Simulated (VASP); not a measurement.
# MgS (Fm-3m) in VASP: notebook

MgS is run at these levels: LDA, PBE0; tasks: single point.

All numbers are computed with VASP 6.6.1; they aren't measurements. Logs are shortened: lines on timing, memory, paths and dates and some standing lists are left out, and cuts for length are marked.

## Step 1: The cell of the first run

The structure is cubic, space group Fm-3m (No. 225). Conventional cell: a = 5.097 Å, b = 5.097 Å, c = 5.097 Å, α = 90.00°, β = 90.00°, γ = 90.00°. S (site symmetry m-3m) has 6 Mg at 2.55 Å within 3.4 Å. Mg (site symmetry m-3m) has 6 S at 2.55 Å within 3.4 Å.

## Step 2: Single point, LDA

File INCAR:

```
PREC = Accurate ; ENCUT = 750
EDIFF = 1E-6 ; ISMEAR = -1
SIGMA = 0.05 ; LREAL = F
LASPH = T ; NELM = 120
ALGO = Normal ; ISIF = 2
LWAVE = F ; LCHARG = F
NBANDS = 15 ; GGA_COMPAT = F
```

File KPOINTS:

```
regular mesh
0
Gamma
  9 9 9
```

File POSCAR:

```
MgS
1.0
    0.0000000000      2.5485401997      2.5485401997
    2.5485401997      0.0000000000      2.5485401997
    2.5485401997      2.5485401997      0.0000000000
S Mg
1 1
Direct
    0.5000000000      0.5000000000      0.5000000000
    0.0000000000      0.0000000000      0.0000000000
```

Potentials or basis: VASP PAW LDA potentials, release 64 (S, Mg_sv).

Started as:

```console
$ cat potpaw_LDA.64/S/POTCAR potpaw_LDA.64/Mg_sv/POTCAR > POTCAR
$ mpirun -np 1 vasp_std > vasp.out
```

OUTCAR:

```text
PREC = Accurate
   ENCUT = 750
   EDIFF = 1E-6
   ISMEAR = -1
   LREAL = F
   LASPH = T
   NELM = 120
   ISIF = 2

 ion  position               nearest neighbor table
   1  0.500  0.500  0.500-
   2  0.000  0.000  0.000-

  LATTYP: Found a face centered cubic cell.
 ALAT       =     5.0970803994

  Lattice vectors:

 A1 = (   0.0000000000,   2.5485401997,   2.5485401997)
 A2 = (   2.5485401997,   0.0000000000,   2.5485401997)
 A3 = (   2.5485401997,   2.5485401997,   0.0000000000)

Analysis of symmetry for initial positions (statically):
=====================================================================
 Subroutine PRICEL returns:
 Original cell was already a primitive cell.

 Routine SETGRP: Setting up the symmetry group for a
 face centered cubic supercell.

 Subroutine GETGRP returns: Found 48 space group operations
 (whereof 48 operations were pure point group operations)
 out of a pool of 48 trial point group operations.

The static configuration has the point symmetry O_h .

Analysis of symmetry for dynamics (positions and initial velocities):
=====================================================================
 Subroutine PRICEL returns:
 Original cell was already a primitive cell.

 Routine SETGRP: Setting up the symmetry group for a
 face centered cubic supercell.

 Subroutine GETGRP returns: Found 48 space group operations
 (whereof 48 operations were pure point group operations)
 out of a pool of 48 trial point group operations.

The dynamic configuration has the point symmetry O_h .

 Subroutine INISYM returns: Found 48 space group operations
 (whereof 48 operations are pure point group operations),
 and found     1 'primitive' translations

----------------------------------------------------------------------------------------

                                     Primitive cell

  volume of cell :      33.1058

  direct lattice vectors                    reciprocal lattice vectors
     0.000000000  2.548540200  2.548540200    -0.196190745  0.196190745  0.196190745
     2.548540200  0.000000000  2.548540200     0.196190745 -0.196190745  0.196190745
     2.548540200  2.548540200  0.000000000     0.196190745  0.196190745 -0.196190745

  length of vectors
     3.604180115  3.604180115  3.604180115     0.339812338  0.339812338  0.339812338

  position of ions in fractional coordinates (direct lattice)
     0.500000000  0.500000000  0.500000000
     0.000000000  0.000000000  0.000000000

  ion indices of the primitive-cell ions
   primitive index   ion index
                 1           1
                 2           2

----------------------------------------------------------------------------------------

 KPOINTS: regular mesh

Automatic generation of k-mesh.
 Grid dimensions read from file:
 generate k-points for:    9    9    9

 Generating k-lattice:

  Cartesian coordinates                     Fractional coordinates (reciprocal lattice)
    -0.021798972  0.021798972  0.021798972     0.111111111  0.000000000  0.000000000
     0.021798972 -0.021798972  0.021798972     0.000000000  0.111111111  0.000000000
     0.021798972  0.021798972 -0.021798972     0.000000000  0.000000000  0.111111111

  Length of vectors
     0.037756926  0.037756926  0.037756926

  Shift w.r.t. Gamma in fractional coordinates (k-lattice)
     0.000000000  0.000000000  0.000000000

 Subroutine IBZKPT returns following result:
 ===========================================

 Found     35 irreducible k-points:

 Following reciprocal coordinates:
            Coordinates               Weight
  0.000000  0.000000  0.000000      1.000000
  0.111111  0.000000  0.000000      8.000000
  0.222222  0.000000  0.000000      8.000000
  0.333333  0.000000  0.000000      8.000000
  0.444444  0.000000  0.000000      8.000000
  0.111111  0.111111  0.000000      6.000000
[... 16 lines left out ...]
 -0.333333  0.333333  0.000000     12.000000
  0.444444  0.444444  0.000000      6.000000
 [... further k-points ...]
   k-points           NKPTS =     35   k-points in BZ     NKDIM =     35   number of bands    NBANDS=     15
   number of dos      NEDOS =    301   number of ions     NIONS =      2
   total plane-waves  NPLWV =  32768
   dimension x,y,z NGX =    32 NGY =   32 NGZ =   32
   dimension x,y,z NGXF=    64 NGYF=   64 NGZF=   64
   ions per type =               1   1
   NGX,Y,Z   is equivalent  to a cutoff of  14.76, 14.76, 14.76 a.u.
   NGXF,Y,Z  is equivalent  to a cutoff of  29.52, 29.52, 29.52 a.u.
 SYSTEM =  unknown system
   PREC   = accura    normal or accurate (medium, high low for compatibility)
   ISTART =      0    job   : 0-new  1-cont  2-samecut
   ICHARG =      2    charge: 1-file 2-atom 10-const
   ISPIN  =      1    spin polarized calculation?
   LNONCOLLINEAR =      F non collinear calculations
   LSORBIT =      F    spin-orbit coupling
   LASPH  =      T    aspherical Exc in radial PAW
   ENCUT  =  750.0 eV  55.12 Ry    7.42 a.u.   8.05  8.05  8.05*2*pi/ulx,y,z
   NELM   =    120;   NELMIN=  2; NELMDL= -5     # of ELM steps
   EDIFF  = 0.1E-05   stopping-criterion for ELM
   LREAL  =      F    real-space projection
   EDIFFG = 0.1E-04   stopping-criterion for IOM
   NSW    =      0    number of steps for IOM
   IBRION =     -1    ionic relax: 0-MD 1-quasi-New 2-CG
   NFREE  =      0    steps in history (QN), initial steepest desc. (CG)
   ISIF   =      2    stress and relaxation
   ISYM   =      2    0-nonsym 1-usesym 2-fastsym
   POTIM  = 0.5000    time-step for ionic-motion
   TEBEG  =    0.0;   TEEND  =   0.0 temperature during run
   PSTRESS=    0.0 pullay stress
   NELECT =      16.0000    total number of electrons
   NUPDOWN=      -1.0000    fix difference up-down
   EMIN   =  10.00;   EMAX   =-10.00  energy-range for DOS
   EFERMI =   0.00;   METHOD = LEGACY
   ISMEAR =    -1;   SIGMA  =   0.05  broadening in eV -4-tet -1-fermi 0-gaus
   EFERMI_NEDOS =   21; number of points for ismear=-14 and -15
   IALGO  =     38    algorithm
   IMIX   =      4    mixing-type and parameters
     AMIX     =   0.40;   BMIX     =  1.00
     AMIX_MAG =   1.60;   BMIX_MAG =  1.00
  volume/ion in A,a.u.               =      16.55       111.70
  Fermi-wavevector in a.u.,A,eV,Ry     =   1.284734  2.427796 22.456992  1.650542
  Thomas-Fermi vector in A             =   2.416910
   LORBIT       =      0    0 simple, 1 ext, 2 COOP (PROOUT), +10 PAW based schemes
   GGA     = CA    functional components
   LHFCALC =     F    Hartree Fock is set to
   AEXX    =    0.0000 exact exchange contribution
   IVDW    =     0    specifies the selected vdW correction
   LEPSILON=     F    determine dielectric tensor
   LRPA    =     F    only Hartree local field effects (RPA)
 non-spin polarized calculation
  energy-cutoff  :      750.00
  volume of cell :       33.11
 maximum number of plane-waves:      1560
   NGX = 17   NGY = 17   NGZ = 17

 number of electron      15.9999994 magnetization

 Free energy of the ion-electron system (eV)
  ---------------------------------------------------
  ext. energy  EPLUGINS =         0.00000000
  ---------------------------------------------------
  free energy    TOTEN  =        -9.48897390 eV

  energy without entropy =       -9.48897390  energy(sigma->0) =       -9.48897390

 E-fermi :   5.0878     XC(G=0): -10.4370

 val. band max:        3.9939939514   @ k =   0.0000   0.0000   0.0000
 cond. band min:       6.8358247740   @ k =   0.4444   0.4444   0.0000
 fundamental gap:      2.8418308226
 Fermi energy:         5.0878118491

 k-point     1 :       0.0000    0.0000    0.0000
  band No.  band energies     occupation
      1     -69.7561      2.00000
      2     -37.2487      2.00000
      3     -37.2487      2.00000
      4     -37.2487      2.00000
      5      -9.0118      2.00000
      6       3.9940      2.00000
      7       3.9940      2.00000
      8       3.9940      2.00000
      9       8.0039      0.00000
     10      11.7811      0.00000
     11      11.7811      0.00000
     12      11.7811      0.00000
     13      14.3191      0.00000
     14      14.3191      0.00000
     15      16.4842      0.00000

 k-point     2 :       0.1111    0.0000    0.0000
  band No.  band energies     occupation
      1     -69.7563      2.00000
      2     -37.2503      2.00000
      3     -37.2491      2.00000
      4     -37.2491      2.00000
      5      -8.8773      2.00000
      6       3.0739      2.00000
      7       3.9001      2.00000
      8       3.9001      2.00000
      9       8.6758      0.00000
     10      11.5275      0.00000
     11      12.0198      0.00000
     12      12.0198      0.00000
     13      13.7613      0.00000
     14      13.7613      0.00000
     15      16.9394      0.00000

 k-point     3 :       0.2222    0.0000    0.0000
  band No.  band energies     occupation
      1     -69.7562      2.00000
      2     -37.2532      2.00000
      3     -37.2496      2.00000
      4     -37.2496      2.00000
      5      -8.5013      2.00000
      6       1.3995      2.00000
      7       3.6837      2.00000
      8       3.6837      2.00000
      9       9.0566      0.00000
     10      11.8935      0.00000
     11      11.8935      0.00000
     12      12.1410      0.00000
     13      13.9546      0.00000
     14      13.9546      0.00000
     15      16.2325      0.00000

 k-point     4 :       0.3333    0.0000    0.0000
  band No.  band energies     occupation
      1     -69.7560      2.00000
      2     -37.2565      2.00000
      3     -37.2500      2.00000
      4     -37.2500      2.00000
      5      -7.9867      2.00000
      6      -0.1467      2.00000
      7       3.4672      2.00000
      8       3.4672      2.00000
      9       8.7346      0.00000
     10      11.2488      0.00000
     11      11.2488      0.00000
     12      13.7443      0.00000
     13      15.5510      0.00000
     14      15.5510      0.00000
     15      15.6475      0.00000
[... 307 lines left out ...]
 k-point    22 :      -0.4444    0.3333    0.0000
  band No.  band energies     occupation
      1     -69.7558      2.00000
      2     -37.2567      2.00000
      3     -37.2540      2.00000
      4     -37.2520      2.00000
      5      -7.1292      2.00000
      6      -0.2359      2.00000
      7       0.9360      2.00000
      8       2.4544      2.00000
      9       7.7487      0.00000
     10      10.2354      0.00000
     11      13.9042      0.00000
     12      14.1162      0.00000
     13      16.7531      0.00000
     14      18.3086      0.00000
     15      20.9120      0.00000

 k-point    23 :      -0.3333    0.3333    0.0000
  band No.  band energies     occupation
      1     -69.7558      2.00000
      2     -37.2556      2.00000
      3     -37.2554      2.00000
      4     -37.2515      2.00000
      5      -7.1607      2.00000
      6       0.0396      2.00000
      7       0.3467      2.00000
      8       2.7265      2.00000
      9       8.3164      0.00000
     10      11.8349      0.00000
     11      12.9627      0.00000
     12      13.3703      0.00000
     13      15.9395      0.00000
     14      16.4967      0.00000
     15      21.0205      0.00000

 k-point    24 :       0.4444    0.4444    0.0000
  band No.  band energies     occupation
      1     -69.7558      2.00000
      2     -37.2575      2.00000
      3     -37.2526      2.00000
      4     -37.2526      2.00000
      5      -7.1661      2.00000
      6      -0.4713      2.00000
      7       2.1876      2.00000
      8       2.1876      2.00000
      9       6.8358      0.00000
     10       8.1081      0.00000
     11      16.0395      0.00000
     12      16.7972      0.00000
     13      17.3234      0.00000
     14      17.3234      0.00000
     15      20.5810      0.00000

 [... further k-points ...]

------------------------ aborting loop because EDIFF is reached ----------------------------------------

  FORCE on cell =-STRESS in cart. coord.  units (eV):
  Direction    XX          YY          ZZ          XY          YZ          ZX
  --------------------------------------------------------------------------------------
  -------------------------------------------------------------------------------------
  Total        0.2976144      0.2976144      0.2976144      0.0000000      0.0000000      0.0000000
  in kB       14.4032367     14.4032367     14.4032367      0.0000000      0.0000000      0.0000000
  external PRESSURE =      14.4032367 kB  Pullay stress =       0.0000000 kB

 VOLUME and BASIS-vectors are now :
 -----------------------------------------------------------------------------
  energy-cutoff  :      750.00
  volume of cell :       33.11
      direct lattice vectors                 reciprocal lattice vectors
     0.000000000  2.548540200  2.548540200    -0.196190745  0.196190745  0.196190745
     2.548540200  0.000000000  2.548540200     0.196190745 -0.196190745  0.196190745
     2.548540200  2.548540200  0.000000000     0.196190745  0.196190745 -0.196190745

 POSITION                                       TOTAL-FORCE (eV/Angst)
 -----------------------------------------------------------------------------------
      2.54854      2.54854      2.54854         0.000000      0.000000      0.000000
      0.00000      0.00000      0.00000         0.000000      0.000000     -0.000000
 -----------------------------------------------------------------------------------
    total drift:                                0.000000     -0.000000     -0.000000

  FREE ENERGIE OF THE ION-ELECTRON SYSTEM (eV)
  ---------------------------------------------------
  free  energy   TOTEN  =        -9.4889739019 eV

  energy  without entropy=       -9.4889739019  energy(sigma->0) =       -9.48897390
```

It took 14 s on 1 thread of AMD EPYC 7R13 (Zen 3), shared host; peak memory 0.13 GiB.

What came out:

* Free energy: -9.4890 eV
* Pressure: 1.4 GPa
* Band gap on the k mesh: 2.84 eV (least direct gap 4.01 eV)

Caveat: an odd mesh through Γ misses points on the zone boundary, where band edges can lie.

## Step 3: Single point, PBE0

POSCAR is that of step 2.

File INCAR.step1:

```
PREC = Accurate
ENCUT = 520
EDIFF = 1E-5
ISMEAR = -1
SIGMA = 0.05
LREAL = F
LASPH = T
NELM = 100
ALGO = Normal
ISIF = 2
LWAVE = T
GGA = PE
NBANDS = 11
```

File INCAR.step2:

```
PREC = Accurate
ENCUT = 520
EDIFF = 1E-7
ISMEAR = -1
SIGMA = 0.05
LREAL = F
LASPH = T
NELM = 100
ALGO = Normal
ISIF = 2
LWAVE = F
LCHARG = T
GGA = PE
LHFCALC = T
AEXX = 0.25
PRECFOCK = Normal
LELF = T
LVHAR = T
ISTART = 1
NBANDS = 11
```

File KPOINTS:

```
regular mesh
0
Gamma
  6 6 6
```

Potentials or basis: VASP PAW PBE potentials, release 64 (S, Mg).

Started as:

```console
$ cat potpaw_PBE.64/S/POTCAR potpaw_PBE.64/Mg/POTCAR > POTCAR
$ cp INCAR.step1 INCAR
$ mpirun -np 1 vasp_std > vasp.out
$ cp INCAR.step2 INCAR
$ mpirun -np 1 vasp_std > vasp.out
```

OUTCAR:

```text
PREC = Accurate
   ENCUT = 520
   EDIFF = 1E-7
   ISMEAR = -1
   LREAL = F
   LASPH = T
   NELM = 100
   ISIF = 2
   GGA = PE
   LHFCALC = T
   AEXX = 0.25
   PRECFOCK = Normal
   ISTART = 1

 ion  position               nearest neighbor table
   1  0.500  0.500  0.500-   2 2.55   2 2.55   2 2.55   2 2.55   2 2.55   2 2.55
   2  0.000  0.000  0.000-   1 2.55   1 2.55   1 2.55   1 2.55   1 2.55   1 2.55

  LATTYP: Found a face centered cubic cell.
 ALAT       =     5.0970803994
[... 409 lines left out ...]

------------------------ aborting loop because EDIFF is reached ----------------------------------------

  FORCE on cell =-STRESS in cart. coord.  units (eV):
  Direction    XX          YY          ZZ          XY          YZ          ZX
  --------------------------------------------------------------------------------------
  -------------------------------------------------------------------------------------
  Total        0.9803530      0.9803530      0.9803530      0.0000000      0.0000000     -0.0000000
  in kB       47.4447979     47.4447979     47.4447979      0.0000000      0.0000000     -0.0000000
  external PRESSURE =      47.4447979 kB  Pullay stress =       0.0000000 kB

 VOLUME and BASIS-vectors are now :
 -----------------------------------------------------------------------------
  energy-cutoff  :      520.00
  volume of cell :       33.11
      direct lattice vectors                 reciprocal lattice vectors
     0.000000000  2.548540200  2.548540200    -0.196190745  0.196190745  0.196190745
     2.548540200  0.000000000  2.548540200     0.196190745 -0.196190745  0.196190745
     2.548540200  2.548540200  0.000000000     0.196190745  0.196190745 -0.196190745

 POSITION                                       TOTAL-FORCE (eV/Angst)
 -----------------------------------------------------------------------------------
      2.54854      2.54854      2.54854         0.000000     -0.000000      0.000000
      0.00000      0.00000      0.00000        -0.000000      0.000000     -0.000000
 -----------------------------------------------------------------------------------
    total drift:                               -0.000000     -0.000000     -0.000000

  FREE ENERGIE OF THE ION-ELECTRON SYSTEM (eV)
  ---------------------------------------------------
  free  energy   TOTEN  =       -10.4257674774 eV

  energy  without entropy=      -10.4257674774  energy(sigma->0) =      -10.42576748
```

OUTCAR.step1:

```text
PREC = Accurate
   ENCUT = 520
   EDIFF = 1E-5
   ISMEAR = -1
   LREAL = F
[... 434 lines left out ...]
      2.54854      2.54854      2.54854        -0.000000     -0.000000      0.000000
      0.00000      0.00000      0.00000         0.000000      0.000000     -0.000000
 -----------------------------------------------------------------------------------
    total drift:                                0.000000      0.000000      0.000000

  FREE ENERGIE OF THE ION-ELECTRON SYSTEM (eV)
  ---------------------------------------------------
  free  energy   TOTEN  =        -8.4526185307 eV

  energy  without entropy=       -8.4526185306  energy(sigma->0) =       -8.45261853
```

It took 34 min on 1 thread of Intel Xeon 8259CL, shared host; peak memory 0.18 GiB.

What came out:

```yaml
Free_energy: -10.4258 eV
Pressure: 4.7 GPa
Band_gap_on_the_k_mesh: 4.64 eV (least direct gap 6.07 eV)
```

Caveat: the cell stands under pressure; the PAW data sets were made with another functional, which shifts forces and pressure a little.

## Step 4: Single point, PBE0

This run uses another cell than the first one, of 16.91 Å³/atom.

File POSCAR:

```
MgS
1.0
    0.0000000000      2.5664882573      2.5664882573
    2.5664882573      0.0000000000      2.5664882573
    2.5664882573      2.5664882573      0.0000000000
S Mg
1 1
Direct
    0.5000000000      0.5000000000      0.5000000000
    0.0000000000      0.0000000000      0.0000000000
```

File INCAR.step1:

```
SYSTEM = MgS
ALGO = Normal
EDIFF = 1E-5
ENCUT = 520
GGA = PE
ISIF = 2
ISMEAR = -1
LASPH = .True.
LREAL = .False.
LWAVE = .True.
NBANDS = 11
NELM = 60
PREC = Accurate
SIGMA = 0.05
```

File INCAR.step2:

```
SYSTEM = MgS
AEXX = 0.25
ALGO = Normal
EDIFF = 1E-6
ENCUT = 520
GGA = PE
ISIF = 2
ISMEAR = -1
ISTART = 1
LASPH = .True.
LCHARG = .True.
LELF = .True.
LHFCALC = .True.
LREAL = .False.
LVHAR = .True.
LWAVE = .False.
NBANDS = 11
NELM = 60
PREC = Accurate
PRECFOCK = Normal
SIGMA = 0.05
```

File KPOINTS:

```
k-points
0
Gamma
  6 6 6
  0 0 0
```

Started as:

```console
$ cat potpaw_PBE.64/S/POTCAR potpaw_PBE.64/Mg/POTCAR > POTCAR
$ cp INCAR.step1 INCAR
$ mpirun -np 1 vasp_std > vasp.out
$ cp INCAR.step2 INCAR
$ mpirun -np 1 vasp_std > vasp.out
```

It took 21 min on 1 thread of Intel Xeon 8259CL, shared host; peak memory 0.18 GiB.

It converged, with:

- Free energy: -10.4423 eV
- Pressure: 2.7 GPa
- Band gap on the k mesh: 4.59 eV (least direct gap 5.87 eV)

Levels at points of the mesh, in eV from the valence-band top:
```tsv
k point	band 2	band 3	band 4	band 5	band 6	band 7
(0.00, 0.00, 0.00)	0.00	0.00	0.00	5.87	9.84	9.84
(0.50, 0.00, 0.00)	-5.56	-0.70	-0.70	6.35	8.87	8.87
(0.50, 0.50, 0.00)	-4.88	-1.96	-1.96	4.59	5.94	14.72
```

Caveat: the PAW data sets were made with another functional, which shifts forces and pressure a little.

(Part 1 of 2 ends here.)
